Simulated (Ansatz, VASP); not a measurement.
**One calculation of As, two programs**

Contents of INCAR:

```
SYSTEM = As
PREC = Accurate
ENCUT = 520
EDIFF = 1E-6
ISMEAR = 0
SIGMA = 0.05
LREAL = .FALSE.
LASPH = .TRUE.
NELM = 80
ALGO = Normal
ISIF = 2
LWAVE = .FALSE.
LCHARG = .TRUE.
LDIPOL = .TRUE.
IDIPOL = 3
DIPOL = 0.5 0.5 0.371
GGA = PE
IVDW = 12
LELF = .TRUE.
LVHAR = .TRUE.
LVACPOTAV = .TRUE.
NBANDS = 18
```

KPOINTS

```
regular mesh
0
G
  9 9 1
  0 0 0
```

Contents of POSCAR:

```
As
1.0
    3.5716242768      0.0000000000      0.0000000000
   -1.7858121384      3.0931173565      0.0000000000
    0.0000000000      0.0000000000     20.2951239260
As
4
Direct
    0.3333333333      0.6666666667      0.2217281361
    0.6666666667      0.3333333333      0.2905900937
    0.6666666667      0.5000000000      0.4517125392
    1.0000000000      0.1666666667      0.5205744968
```

Input for Ansatz:

```yaml
crystal:
  lattice:
    - [3.5716243461, 0.0, 0.0]
    - [-1.7858121731, 3.0931174165, 0.0]
    - [0.0, 0.0, 20.295123953]
  atoms:
    - { symbol: As, position: [0.3333333333, 0.6666666667, 0.2217281358] }
    - { symbol: As, position: [0.6666666667, 0.3333333333, 0.290590094] }
    - { symbol: As, position: [0.6666666667, 0.5, 0.4517125393] }
    - { symbol: As, position: [1.0, 0.1666666667, 0.5205744975] }
basis:
  ecutwfc: 420
kpoints:
  mp_grid: { grid: [9, 9, 1] }
hamiltonian:
  xc: pbe
  dispersion: d3bj
scf:
  occupations: { method: gaussian, width: 0.05 }
output:
  forces: true
  eigenvalues: true
efield:
  axis: 3
  dipole_correction: true
  ramp_width: 0.04
```

Alike in both runs: task single point; functional PBE; dispersion D3(BJ); k mesh 9 × 9 × 1; occupations gaussian, width 0.05 eV; no spin polarisation.

|  | VASP | Ansatz |
| --- | --- | --- |
| version | VASP 6.6.1 | Ansatz 0.2.0 |
| potentials or method | VASP PAW PBE potentials, release 64 (As), cutoff 520 eV | scalar-relativistic, plane waves, PAW |
| valence electrons in the cell | 20 | 60 |

|  | VASP | Ansatz | Ansatz less VASP |
| --- | --- | --- | --- |
| gap on the k mesh at the Fermi level (eV) | 0.77 | 0.80 | +0.023 |
| least direct gap on the mesh (eV) | 1.35 | 1.37 | +0.023 |
| rms of the force components (eV/Å) | 0.073 | 0.078 | +0.0054 |

Atom by atom the forces differ by 0.053 eV/Å (rms over components). VASP's potentials hold 20 valence electrons a cell and Ansatz's 60, so a difference there can come from the potentials and not from the codes.
